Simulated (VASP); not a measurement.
# Si (P1) in VASP: single point with PBE

Aim: the single point of Si with PBE.

Everything below comes from runs of VASP 6.6.1. Logs are shortened: lines on timing, memory, paths and dates and some standing lists are left out, and cuts for length are marked.

## Step 1: The cell of the first run

The typed cell holds 8 atoms: a = 5.431 Å, b = 5.431 Å, c = 5.431 Å, α = 90.00°, β = 90.00°, γ = 90.00°.

## Step 2: Single point, PBE

INCAR reads:

```
SYSTEM = Si
PREC = Accurate
ENCUT = 500
EDIFF = 1E-6
ISMEAR = 0
SIGMA = 0.01
LREAL = .False.
LASPH = .True.
NELM = 120
ALGO = Normal
ISIF = 2
LWAVE = .False.
LCHARG = .False.
GGA = PE
NBANDS = 26
GGA_COMPAT = .False.
```

KPOINTS reads:

```
regular mesh
0
Gamma
  1 1 1
  0 0 0
```

POSCAR reads:

```
Si
1.0
    5.4310000000      0.0000000000      0.0000000000
    0.0000000000      5.4310000000      0.0000000000
    0.0000000000      0.0000000000      5.4310000000
Si
8
Direct
    0.0101920000     -0.0000170000      0.0000880000
    0.0000940000      0.4898860000      0.4998310000
    0.5000410000     -0.0001510000      0.5149530000
    0.5001560000      0.5001490000     -0.0001530000
    0.2498330000      0.2598890000      0.2501310000
    0.2498100000      0.7498900000      0.7398430000
    0.7598510000      0.2500090000      0.7498730000
    0.7499640000      0.7500930000      0.2500890000
```

Potentials or basis: VASP PAW PBE potentials, release 64 (Si).

Started as:

```sh
cat potpaw_PBE.64/Si/POTCAR > POTCAR
mpirun -np 1 vasp_gam > vasp.out
```

OUTCAR:

```text
SYSTEM = Si
   PREC = Accurate
   ENCUT = 500
   EDIFF = 1E-6
   ISMEAR = 0
   LREAL = .False.
   LASPH = .True.
   NELM = 120
   ISIF = 2
   GGA = PE

 ion  position               nearest neighbor table
   1  0.010  1.000  0.000-   5 2.35   6 2.35   7 2.35   8 2.38
   2  0.000  0.490  0.500-   5 2.29   7 2.29   6 2.35   8 2.38
   3  0.500  1.000  0.515-   6 2.28   7 2.34   8 2.40   5 2.43
   4  0.500  0.500  1.000-   5 2.32   8 2.35   7 2.38   6 2.38
   5  0.250  0.260  0.250-   2 2.29   4 2.32   1 2.35   3 2.43
   6  0.250  0.750  0.740-   3 2.28   2 2.35   1 2.35   4 2.38
   7  0.760  0.250  0.750-   2 2.29   3 2.34   1 2.35   4 2.38
   8  0.750  0.750  0.250-   4 2.35   2 2.38   1 2.38   3 2.40

  LATTYP: Found a simple cubic cell.
 ALAT       =     5.4310000000

  Lattice vectors:

 A1 = (   5.4310000000,   0.0000000000,   0.0000000000)
 A2 = (   0.0000000000,   5.4310000000,   0.0000000000)
 A3 = (   0.0000000000,   0.0000000000,   5.4310000000)

Analysis of symmetry for initial positions (statically):
=====================================================================
 Subroutine PRICEL returns:
 Original cell was already a primitive cell.

 Routine SETGRP: Setting up the symmetry group for a
 simple cubic supercell.

 Subroutine GETGRP returns: Found  1 space group operations
 (whereof  1 operations were pure point group operations)
 out of a pool of 48 trial point group operations.

The static configuration has the point symmetry C_1 .

Analysis of symmetry for dynamics (positions and initial velocities):
=====================================================================
 Subroutine PRICEL returns:
 Original cell was already a primitive cell.

 Routine SETGRP: Setting up the symmetry group for a
 simple cubic supercell.

 Subroutine GETGRP returns: Found  1 space group operations
 (whereof  1 operations were pure point group operations)
 out of a pool of 48 trial point group operations.

The dynamic configuration has the point symmetry C_1 .

 Subroutine INISYM returns: Found  1 space group operations
 (whereof  1 operations are pure point group operations),
 and found     1 'primitive' translations

----------------------------------------------------------------------------------------

                                     Primitive cell

  volume of cell :     160.1915

  direct lattice vectors                    reciprocal lattice vectors
     5.431000000  0.000000000  0.000000000     0.184128153  0.000000000  0.000000000
     0.000000000  5.431000000  0.000000000     0.000000000  0.184128153  0.000000000
     0.000000000  0.000000000  5.431000000     0.000000000  0.000000000  0.184128153

  length of vectors
     5.431000000  5.431000000  5.431000000     0.184128153  0.184128153  0.184128153

  position of ions in fractional coordinates (direct lattice)
     0.010192000  0.999983000  0.000088000
     0.000094000  0.489886000  0.499831000
     0.500041000  0.999849000  0.514953000
     0.500156000  0.500149000  0.999847000
     0.249833000  0.259889000  0.250131000
     0.249810000  0.749890000  0.739843000
     0.759851000  0.250009000  0.749873000
     0.749964000  0.750093000  0.250089000

  ion indices of the primitive-cell ions
   primitive index   ion index
                 1           1
                 2           2
                 3           3
                 4           4
                 5           5
                 6           6
                 7           7
                 8           8

----------------------------------------------------------------------------------------

 KPOINTS: regular mesh

Automatic generation of k-mesh.
 Grid dimensions read from file:
 generate k-points for:    1    1    1

 Generating k-lattice:

  Cartesian coordinates                     Fractional coordinates (reciprocal lattice)
     0.184128153  0.000000000  0.000000000     1.000000000  0.000000000  0.000000000
     0.000000000  0.184128153  0.000000000     0.000000000  1.000000000  0.000000000
     0.000000000  0.000000000  0.184128153     0.000000000  0.000000000  1.000000000

  Length of vectors
     0.184128153  0.184128153  0.184128153

  Shift w.r.t. Gamma in fractional coordinates (k-lattice)
     0.000000000  0.000000000  0.000000000

 Subroutine IBZKPT returns following result:
 ===========================================

 Found      1 irreducible k-points:

 Following reciprocal coordinates:
            Coordinates               Weight
  0.000000  0.000000  0.000000      1.000000
   k-points           NKPTS =      1   k-points in BZ     NKDIM =      1   number of bands    NBANDS=     26
   number of dos      NEDOS =    301   number of ions     NIONS =      8
   total plane-waves  NPLWV =  64000
   dimension x,y,z NGX =    40 NGY =   40 NGZ =   40
   dimension x,y,z NGXF=    80 NGYF=   80 NGZF=   80
   ions per type =               8
   NGX,Y,Z   is equivalent  to a cutoff of  12.24, 12.24, 12.24 a.u.
   NGXF,Y,Z  is equivalent  to a cutoff of  24.49, 24.49, 24.49 a.u.
 SYSTEM =  Si
   PREC   = accura    normal or accurate (medium, high low for compatibility)
   ISTART =      0    job   : 0-new  1-cont  2-samecut
   ICHARG =      2    charge: 1-file 2-atom 10-const
   ISPIN  =      1    spin polarized calculation?
   LNONCOLLINEAR =      F non collinear calculations
   LSORBIT =      F    spin-orbit coupling
   LASPH  =      T    aspherical Exc in radial PAW
   ENCUT  =  500.0 eV  36.75 Ry    6.06 a.u.   9.90  9.90  9.90*2*pi/ulx,y,z
   NELM   =    120;   NELMIN=  2; NELMDL= -5     # of ELM steps
   EDIFF  = 0.1E-05   stopping-criterion for ELM
   LREAL  =      F    real-space projection
   EDIFFG = 0.1E-04   stopping-criterion for IOM
   NSW    =      0    number of steps for IOM
   IBRION =     -1    ionic relax: 0-MD 1-quasi-New 2-CG
   NFREE  =      0    steps in history (QN), initial steepest desc. (CG)
   ISIF   =      2    stress and relaxation
   ISYM   =      2    0-nonsym 1-usesym 2-fastsym
   POTIM  = 0.5000    time-step for ionic-motion
   TEBEG  =    0.0;   TEEND  =   0.0 temperature during run
   PSTRESS=    0.0 pullay stress
   NELECT =      32.0000    total number of electrons
   NUPDOWN=      -1.0000    fix difference up-down
   EMIN   =  10.00;   EMAX   =-10.00  energy-range for DOS
   EFERMI =   0.00;   METHOD = LEGACY
   ISMEAR =     0;   SIGMA  =   0.01  broadening in eV -4-tet -1-fermi 0-gaus
   EFERMI_NEDOS =   21; number of points for ismear=-14 and -15
   IALGO  =     38    algorithm
   IMIX   =      4    mixing-type and parameters
     AMIX     =   0.40;   BMIX     =  1.00
     AMIX_MAG =   1.60;   BMIX_MAG =  1.00
  volume/ion in A,a.u.               =      20.02       135.13
  Fermi-wavevector in a.u.,A,eV,Ry     =   0.956999  1.808467 12.460868  0.915848
  Thomas-Fermi vector in A             =   2.085978
   LORBIT       =      0    0 simple, 1 ext, 2 COOP (PROOUT), +10 PAW based schemes
   GGA     = PE    functional components
   LHFCALC =     F    Hartree Fock is set to
   AEXX    =    0.0000 exact exchange contribution
   IVDW    =     0    specifies the selected vdW correction
   LEPSILON=     F    determine dielectric tensor
   LRPA    =     F    only Hartree local field effects (RPA)
 non-spin polarized calculation
 Gauss-broadening in eV      SIGMA  =   0.01
  energy-cutoff  :      500.00
  volume of cell :      160.19
 maximum number of plane-waves:      2034
 NGX is ok and might be reduce to    40
   NGX = 19   NGY = 19   NGZ = 19

 number of electron      32.0000003 magnetization

 Free energy of the ion-electron system (eV)
  ---------------------------------------------------
  ext. energy  EPLUGINS =         0.00000000
  ---------------------------------------------------
  free energy    TOTEN  =       -33.06735421 eV

  energy without entropy =      -33.06735421  energy(sigma->0) =      -33.06735421

 E-fermi :   6.4081     XC(G=0):  -9.1989

 val. band max:        6.3234160591   @ k =   0.0000   0.0000   0.0000
 cond. band min:       6.5887170152   @ k =   0.0000   0.0000   0.0000
 fundamental gap:      0.2653009561
 Fermi energy:         6.4080691077

 k-point     1 :       0.0000    0.0000    0.0000
  band No.  band energies     occupation
      1      -5.8862      2.00000
      2      -1.9275      2.00000
      3      -1.8349      2.00000
      4      -1.7410      2.00000
      5      -1.6778      2.00000
      6      -1.5914      2.00000
[... 18 lines left out ...]
     25       8.7033      0.00000
     26       9.5218      0.00000

------------------------ aborting loop because EDIFF is reached ----------------------------------------

  FORCE on cell =-STRESS in cart. coord.  units (eV):
  Direction    XX          YY          ZZ          XY          YZ          ZX
  --------------------------------------------------------------------------------------
  -------------------------------------------------------------------------------------
  Total       10.9211956     10.5988619     10.7928330      1.4572012      0.0086062     -1.0585935
  in kB      109.2298558    106.0059899    107.9460194     14.5743999      0.0860766    -10.5876695
  external PRESSURE =     107.7272884 kB  Pullay stress =       0.0000000 kB

 VOLUME and BASIS-vectors are now :
 -----------------------------------------------------------------------------
  energy-cutoff  :      500.00
  volume of cell :      160.19
      direct lattice vectors                 reciprocal lattice vectors
     5.431000000  0.000000000  0.000000000     0.184128153  0.000000000  0.000000000
     0.000000000  5.431000000  0.000000000     0.000000000  0.184128153  0.000000000
     0.000000000  0.000000000  5.431000000     0.000000000  0.000000000  0.184128153

 POSITION                                       TOTAL-FORCE (eV/Angst)
 -----------------------------------------------------------------------------------
      0.05535      5.43091      0.00048         0.146737     -0.079317      0.003520
      0.00051      2.66057      2.71458        -0.358484      0.858772     -0.576995
      2.71572      5.43018      2.79671         0.298212      0.740020     -0.870359
      2.71635      2.71631      5.43017         0.179589      0.343830     -0.725670
      1.35684      1.41146      1.35846         0.542286     -0.763866      0.362144
      1.35672      4.07265      4.01809        -0.422280     -0.927538      0.541886
      4.12675      1.35780      4.07256        -0.200969     -0.318985      0.946870
      4.07305      4.07376      1.35823        -0.185092      0.147084      0.318604
 -----------------------------------------------------------------------------------
    total drift:                                0.000042      0.000002     -0.000019

  FREE ENERGIE OF THE ION-ELECTRON SYSTEM (eV)
  ---------------------------------------------------
  free  energy   TOTEN  =       -33.0673542067 eV

  energy  without entropy=      -33.0673542067  energy(sigma->0) =      -33.06735421
```

It took 5.6 s on 1 thread of Intel Xeon 6975P-C (Granite Rapids), shared host; peak memory 0.21 GiB.

What came out:

| Property | Result |
| --- | --- |
| Free energy | -33.0674 eV |
| Pressure | 10.8 GPa |
| Largest force | 1.181 eV/Å |
| Band gap on the k mesh | 0.27 eV |

Forces on the atoms (eV/Å):
```
Si   0.147 -0.079  0.004
Si  -0.358  0.859 -0.577
Si   0.298  0.740 -0.870
Si   0.180  0.344 -0.726
Si   0.542 -0.764  0.362
Si  -0.422 -0.928  0.542
Si  -0.201 -0.319  0.947
Si  -0.185  0.147  0.319
```

Stress tensor (GPa, compression positive):
```
10.92  1.46 -1.06
 1.46 10.60  0.01
-1.06  0.01 10.79
```

Caveat: the k points lie up to 1.16 Å⁻¹ apart; forces of over 1 eV/Å act on the atoms, so gaps and moduli don't describe the material at rest. A k mesh can miss the band edges.
